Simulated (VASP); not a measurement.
# TiPt3 (Pm-3m) in VASP: single point with PBEsol

Aim: the single point of TiPt3 with PBEsol.

Program: VASP 6.6.1. These are calculated values, not measurements. Logs are shortened: lines on timing, memory, paths and dates and some standing lists are left out, and cuts for length are marked.

## 1. The cell of the first run

Symmetry: Pm-3m, No. 221, cubic system. The conventional cell has a = 3.973 Å, b = 3.973 Å, c = 3.973 Å, α = 90.00°, β = 90.00°, γ = 90.00°. Within 3.7 Å of Ti (site symmetry m-3m) lie 12 Pt at 2.81 Å. Within 3.7 Å of Pt (site symmetry 4/mmm) lie 4 Ti at 2.81 Å and 8 Pt at 2.81 Å.

## 2. Single point, PBEsol (15.68 Å³/atom)

INCAR

```
PREC = Accurate
ENCUT = 500
EDIFF = 1E-6
ISMEAR = -1
SIGMA = 0.05
LREAL = False
LASPH = True
NELM = 120
ALGO = Normal
ISIF = 2
LWAVE = False
LCHARG = True
GGA = PS
LELF = True
LVHAR = True
NBANDS = 29
GGA_COMPAT = False
```

KPOINTS

```
Automatic mesh
0
Gamma
  9 9 9
```

POSCAR

```
TiPt3
1.0
    3.9734311690      0.0000000000      0.0000000000
    0.0000000000      3.9734311690      0.0000000000
    0.0000000000      0.0000000000      3.9734311690
Ti Pt
1 3
Direct
    0.0000000000      0.0000000000      0.0000000000
    0.0000000000      0.5000000000      0.5000000000
    0.5000000000      0.0000000000      0.5000000000
    0.5000000000      0.5000000000      0.0000000000
```

Potentials or basis: VASP PAW PBE potentials, release 64 (Ti_sv, Pt).

Run with:

```sh
> cat potpaw_PBE.64/Ti_sv/POTCAR potpaw_PBE.64/Pt/POTCAR > POTCAR
> mpirun -np 1 vasp_std > vasp.out
```

OUTCAR:

```text
PREC = Accurate
   ENCUT = 500
   EDIFF = 1E-6
   ISMEAR = -1
   LREAL = False
   LASPH = True
   NELM = 120
   ISIF = 2
   GGA = PS

 ion  position               nearest neighbor table
   1  0.000  0.000  0.000-   2 2.81   3 2.81   4 2.81   2 2.81   3 2.81   2 2.81   4 2.81   2 2.81
                             3 2.81   4 2.81   3 2.81   4 2.81
   2  0.000  0.500  0.500-   1 2.81   3 2.81   4 2.81   1 2.81   4 2.81   1 2.81   3 2.81   1 2.81
                             3 2.81   4 2.81   4 2.81   3 2.81
   3  0.500  0.000  0.500-   1 2.81   2 2.81   4 2.81   1 2.81   4 2.81   2 2.81   4 2.81   4 2.81
                             1 2.81   2 2.81   1 2.81   2 2.81
   4  0.500  0.500  0.000-   1 2.81   2 2.81   3 2.81   2 2.81   3 2.81   1 2.81   3 2.81   3 2.81
                             1 2.81   2 2.81   2 2.81   1 2.81

  LATTYP: Found a simple cubic cell.
 ALAT       =     3.9734311690

  Lattice vectors:

 A1 = (   3.9734311690,   0.0000000000,   0.0000000000)
 A2 = (   0.0000000000,   3.9734311690,   0.0000000000)
 A3 = (   0.0000000000,   0.0000000000,   3.9734311690)

Analysis of symmetry for initial positions (statically):
=====================================================================
 Subroutine PRICEL returns:
 Original cell was already a primitive cell.

 Routine SETGRP: Setting up the symmetry group for a
 simple cubic supercell.

 Subroutine GETGRP returns: Found 48 space group operations
 (whereof 48 operations were pure point group operations)
 out of a pool of 48 trial point group operations.

The static configuration has the point symmetry O_h .

Analysis of symmetry for dynamics (positions and initial velocities):
=====================================================================
 Subroutine PRICEL returns:
 Original cell was already a primitive cell.

 Routine SETGRP: Setting up the symmetry group for a
 simple cubic supercell.

 Subroutine GETGRP returns: Found 48 space group operations
 (whereof 48 operations were pure point group operations)
 out of a pool of 48 trial point group operations.

The dynamic configuration has the point symmetry O_h .

 Subroutine INISYM returns: Found 48 space group operations
 (whereof 48 operations are pure point group operations),
 and found     1 'primitive' translations

----------------------------------------------------------------------------------------

                                     Primitive cell

  volume of cell :      62.7331

  direct lattice vectors                    reciprocal lattice vectors
     3.973431169  0.000000000  0.000000000     0.251671655  0.000000000  0.000000000
     0.000000000  3.973431169  0.000000000     0.000000000  0.251671655  0.000000000
     0.000000000  0.000000000  3.973431169     0.000000000  0.000000000  0.251671655

  length of vectors
     3.973431169  3.973431169  3.973431169     0.251671655  0.251671655  0.251671655

  position of ions in fractional coordinates (direct lattice)
     0.000000000  0.000000000  0.000000000
     0.000000000  0.500000000  0.500000000
     0.500000000  0.000000000  0.500000000
     0.500000000  0.500000000  0.000000000

  ion indices of the primitive-cell ions
   primitive index   ion index
                 1           1
                 2           2
                 3           3
                 4           4

----------------------------------------------------------------------------------------

 KPOINTS: Automatic mesh

Automatic generation of k-mesh.
 Grid dimensions read from file:
 generate k-points for:    9    9    9

 Generating k-lattice:

  Cartesian coordinates                     Fractional coordinates (reciprocal lattice)
     0.027963517  0.000000000  0.000000000     0.111111111  0.000000000  0.000000000
     0.000000000  0.027963517  0.000000000     0.000000000  0.111111111  0.000000000
     0.000000000  0.000000000  0.027963517     0.000000000  0.000000000  0.111111111

  Length of vectors
     0.027963517  0.027963517  0.027963517

  Shift w.r.t. Gamma in fractional coordinates (k-lattice)
     0.000000000  0.000000000  0.000000000

 Subroutine IBZKPT returns following result:
 ===========================================

 Found     35 irreducible k-points:

 Following reciprocal coordinates:
            Coordinates               Weight
  0.000000  0.000000  0.000000      1.000000
  0.111111  0.000000  0.000000      6.000000
  0.222222  0.000000  0.000000      6.000000
  0.333333  0.000000  0.000000      6.000000
  0.444444  0.000000  0.000000      6.000000
  0.111111  0.111111  0.000000     12.000000
[... 16 lines left out ...]
  0.333333  0.333333  0.111111     24.000000
  0.444444  0.333333  0.111111     48.000000
 [... further k-points ...]
   k-points           NKPTS =     35   k-points in BZ     NKDIM =     35   number of bands    NBANDS=     29
   number of dos      NEDOS =    301   number of ions     NIONS =      4
   total plane-waves  NPLWV =  27000
   dimension x,y,z NGX =    30 NGY =   30 NGZ =   30
   dimension x,y,z NGXF=    60 NGYF=   60 NGZF=   60
   ions per type =               1   3
   NGX,Y,Z   is equivalent  to a cutoff of  12.55, 12.55, 12.55 a.u.
   NGXF,Y,Z  is equivalent  to a cutoff of  25.10, 25.10, 25.10 a.u.
 SYSTEM =  unknown system
   PREC   = accura    normal or accurate (medium, high low for compatibility)
   ISTART =      0    job   : 0-new  1-cont  2-samecut
   ICHARG =      2    charge: 1-file 2-atom 10-const
   ISPIN  =      1    spin polarized calculation?
   LNONCOLLINEAR =      F non collinear calculations
   LSORBIT =      F    spin-orbit coupling
   LASPH  =      T    aspherical Exc in radial PAW
   ENCUT  =  500.0 eV  36.75 Ry    6.06 a.u.   7.24  7.24  7.24*2*pi/ulx,y,z
   NELM   =    120;   NELMIN=  2; NELMDL= -5     # of ELM steps
   EDIFF  = 0.1E-05   stopping-criterion for ELM
   LREAL  =      F    real-space projection
   EDIFFG = 0.1E-04   stopping-criterion for IOM
   NSW    =      0    number of steps for IOM
   IBRION =     -1    ionic relax: 0-MD 1-quasi-New 2-CG
   NFREE  =      0    steps in history (QN), initial steepest desc. (CG)
   ISIF   =      2    stress and relaxation
   ISYM   =      2    0-nonsym 1-usesym 2-fastsym
   POTIM  = 0.5000    time-step for ionic-motion
   TEBEG  =    0.0;   TEEND  =   0.0 temperature during run
   PSTRESS=    0.0 pullay stress
   NELECT =      42.0000    total number of electrons
   NUPDOWN=      -1.0000    fix difference up-down
   EMIN   =  10.00;   EMAX   =-10.00  energy-range for DOS
   EFERMI =   0.00;   METHOD = LEGACY
   ISMEAR =    -1;   SIGMA  =   0.05  broadening in eV -4-tet -1-fermi 0-gaus
   EFERMI_NEDOS =   21; number of points for ismear=-14 and -15
   IALGO  =     38    algorithm
   IMIX   =      4    mixing-type and parameters
     AMIX     =   0.40;   BMIX     =  1.00
     AMIX_MAG =   1.60;   BMIX_MAG =  1.00
  volume/ion in A,a.u.               =      15.68       105.84
  Fermi-wavevector in a.u.,A,eV,Ry     =   1.432162  2.706394 27.906758  2.051089
  Thomas-Fermi vector in A             =   2.551820
   LORBIT       =      0    0 simple, 1 ext, 2 COOP (PROOUT), +10 PAW based schemes
   GGA     = PS    functional components
   LHFCALC =     F    Hartree Fock is set to
   AEXX    =    0.0000 exact exchange contribution
   IVDW    =     0    specifies the selected vdW correction
   LEPSILON=     F    determine dielectric tensor
   LRPA    =     F    only Hartree local field effects (RPA)
 non-spin polarized calculation
  energy-cutoff  :      500.00
  volume of cell :       62.73
 maximum number of plane-waves:      1605
 NGX is ok and might be reduce to    30
   NGX = 15   NGY = 15   NGZ = 15

 number of electron      42.0000004 magnetization

 Free energy of the ion-electron system (eV)
  ---------------------------------------------------
  ext. energy  EPLUGINS =         0.00000000
  ---------------------------------------------------
  free energy    TOTEN  =       -32.61422914 eV

  energy without entropy =      -32.60171956  energy(sigma->0) =      -32.60797435

 E-fermi :  10.6862     XC(G=0): -13.0884

 val. band max:       10.6790658120   @ k =   0.4444   0.0000   0.0000
 cond. band min:      10.6862397952   @ k =   0.4444   0.1111   0.1111
 fundamental gap:      0.0071739832
 Fermi energy:        10.6862319664

 k-point     1 :       0.0000    0.0000    0.0000
  band No.  band energies     occupation
      1     -47.3358      2.00000
      2     -23.6371      2.00000
      3     -23.6371      2.00000
      4     -23.6371      2.00000
      5       0.9597      2.00000
      6       3.8328      2.00000
[... 21 lines left out ...]
     28      12.5486      0.00000
     29      18.4419      0.00000

 k-point     2 :       0.1111    0.0000    0.0000
  band No.  band energies     occupation
      1     -47.3357      2.00000
      2     -23.6396      2.00000
      3     -23.6374      2.00000
      4     -23.6374      2.00000
      5       1.1148      2.00000
      6       3.9284      2.00000
[... 21 lines left out ...]
     28      13.4704      0.00000
     29      18.2015      0.00000

 k-point     3 :       0.2222    0.0000    0.0000
  band No.  band energies     occupation
      1     -47.3353      2.00000
      2     -23.6459      2.00000
      3     -23.6383      2.00000
      4     -23.6383      2.00000
      5       1.5647      2.00000
      6       4.1796      2.00000
[... 21 lines left out ...]
     28      14.8372      0.00000
     29      17.6940      0.00000

 k-point     4 :       0.3333    0.0000    0.0000
  band No.  band energies     occupation
      1     -47.3349      2.00000
      2     -23.6531      2.00000
      3     -23.6394      2.00000
      4     -23.6394      2.00000
      5       2.2487      2.00000
      6       4.3468      2.00000
[... 21 lines left out ...]
     28      16.2769      0.00000
     29      17.2497      0.00000

 k-point     5 :       0.4444    0.0000    0.0000
  band No.  band energies     occupation
      1     -47.3346      2.00000
      2     -23.6578      2.00000
      3     -23.6400      2.00000
      4     -23.6400      2.00000
      5       2.9636      2.00000
      6       4.2189      2.00000
[... 21 lines left out ...]
     28      17.6605      0.00000
     29      17.6605      0.00000
[... 510 lines left out ...]
     28      16.2722      0.00000
     29      16.3934      0.00000

 k-point    22 :       0.4444    0.2222    0.1111
  band No.  band energies     occupation
      1     -47.3344      2.00000
      2     -23.6551      2.00000
      3     -23.6457      2.00000
      4     -23.6418      2.00000
      5       3.4767      2.00000
      6       4.5024      2.00000
[... 21 lines left out ...]
     28      15.7996      0.00000
     29      17.0434      0.00000

 k-point    23 :       0.3333    0.3333    0.1111
  band No.  band energies     occupation
      1     -47.3343      2.00000
      2     -23.6520      2.00000
      3     -23.6486      2.00000
      4     -23.6422      2.00000
      5       3.3285      2.00000
      6       4.9120      2.00000
[... 21 lines left out ...]
     28      15.2894      0.00000
     29      17.0819      0.00000

 k-point    24 :       0.4444    0.3333    0.1111
  band No.  band energies     occupation
      1     -47.3342      2.00000
      2     -23.6534      2.00000
      3     -23.6495      2.00000
      4     -23.6427      2.00000
      5       3.8814      2.00000
      6       4.6231      2.00000
[... 21 lines left out ...]
     28      14.5414      0.00000
     29      17.8004      0.00000

 [... further k-points ...]

------------------------ aborting loop because EDIFF is reached ----------------------------------------

  FORCE on cell =-STRESS in cart. coord.  units (eV):
  Direction    XX          YY          ZZ          XY          YZ          ZX
  --------------------------------------------------------------------------------------
  -------------------------------------------------------------------------------------
  Total       -5.1803436     -5.1803436     -5.1803436      0.0000000     -0.0000000      0.0000000
  in kB     -132.3037236   -132.3037236   -132.3037236      0.0000000     -0.0000000      0.0000000
  external PRESSURE =    -132.3037236 kB  Pullay stress =       0.0000000 kB

 VOLUME and BASIS-vectors are now :
 -----------------------------------------------------------------------------
  energy-cutoff  :      500.00
  volume of cell :       62.73
      direct lattice vectors                 reciprocal lattice vectors
     3.973431169  0.000000000  0.000000000     0.251671655  0.000000000  0.000000000
     0.000000000  3.973431169  0.000000000     0.000000000  0.251671655  0.000000000
     0.000000000  0.000000000  3.973431169     0.000000000  0.000000000  0.251671655

 POSITION                                       TOTAL-FORCE (eV/Angst)
 -----------------------------------------------------------------------------------
      0.00000      0.00000      0.00000         0.000000      0.000000      0.000000
      0.00000      1.98672      1.98672         0.000000      0.000000      0.000000
      1.98672      0.00000      1.98672         0.000000      0.000000      0.000000
      1.98672      1.98672      0.00000         0.000000      0.000000      0.000000
 -----------------------------------------------------------------------------------
    total drift:                                0.000000      0.000000     -0.000000

  FREE ENERGIE OF THE ION-ELECTRON SYSTEM (eV)
  ---------------------------------------------------
  free  energy   TOTEN  =       -32.6142291355 eV

  energy  without entropy=      -32.6017195576  energy(sigma->0) =      -32.60797435
```

Wall time 96 s (1 thread of AMD EPYC 7R13, shared host); peak memory 0.17 GiB.

What came out:

```
Free energy            : -32.6142 eV
Pressure               : -13.2 GPa
Band gap on the k mesh : zero (bands 21 and 22 overlap by 1.40 eV)
```

Levels at points of the mesh, in eV from the Fermi level:
```tsv
k point	band 18	band 19	band 20	band 21	band 22	band 23	band 24	band 25
(0.00, 0.00, 0.00)	-0.01	-0.01	-0.01	1.27	1.27	1.56	1.56	1.56
```

Caveat: the cell stands under tension; the PAW data sets were made with another functional, which shifts forces and pressure a little; spin-orbit coupling is left out, which moves the levels of the heavy elements.
